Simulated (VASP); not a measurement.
Set up this calculation in VASP 6.6.1, as the native input.

```yaml
Task: single point
Functional: PBEsol
Potentials_or_basis: VASP PAW PBE potentials, release 64 (Al, Ga_d, Sb)
Cutoff: 520 eV
k_mesh: 4 × 4 × 4
Occupations: gaussian, width 0.1 eV
Spin: no spin polarisation
Dipole_correction: no
Further_INCAR_settings: ALGO = Normal; EDIFF = 1e-06; NBANDS = 31
```

The structure of Al3GaSb4 lies in POSCAR:

```
Al3GaSb4
1.0
    6.1286701630      0.0000000000      0.0000000000
    0.0000000000      6.1286701630      0.0000000000
    0.0000000000      0.0000000000      6.1286701630
Al Ga Sb
3 1 4
Direct
    0.5000000000      0.5000000000      0.0000000000
    0.5000000000      0.0000000000      0.5000000000
    0.0000000000      0.5000000000      0.5000000000
    0.0000000000      0.0000000000      0.0000000000
    0.7506005846      0.7506005846      0.2493994154
    0.7506005846      0.2493994154      0.7506005846
    0.2493994154      0.7506005846      0.7506005846
    0.2493994154      0.2493994154      0.2493994154
```

The input as run:

INCAR

```
SYSTEM = Al3GaSb4
ALGO = Normal
EDIFF = 1E-6
ENCUT = 520
GGA = PS
ISIF = 2
ISMEAR = 0
LASPH = .True.
LCHARG = .True.
LELF = .True.
LREAL = .False.
LVHAR = .True.
LWAVE = .False.
NBANDS = 31
NELM = 100
PREC = Accurate
SIGMA = 0.1
```

KPOINTS

```
k-points
0
Gamma
  4 4 4
  0 0 0
```

Potentials or basis: VASP PAW PBE potentials, release 64 (Al, Ga_d, Sb).

Run with:

```sh
$ cat potpaw_PBE.64/Al/POTCAR potpaw_PBE.64/Ga_d/POTCAR potpaw_PBE.64/Sb/POTCAR > POTCAR
$ mpirun -np 1 vasp_std > vasp.out
```

Results of the run:

```
Pressure               : 0.7 GPa
Largest force          : 0.026 eV/Å
Band gap on the k mesh : 0.44 eV, indirect (least direct gap 0.67 eV)
```

Caveat: the PAW data sets were made with another functional, which shifts forces and pressure a little; spin-orbit coupling is left out, which moves the levels of the heavy elements.

Run time: 86 s on 1 thread of Intel Xeon 6975P-C (shared host), peak memory 0.36 GiB.
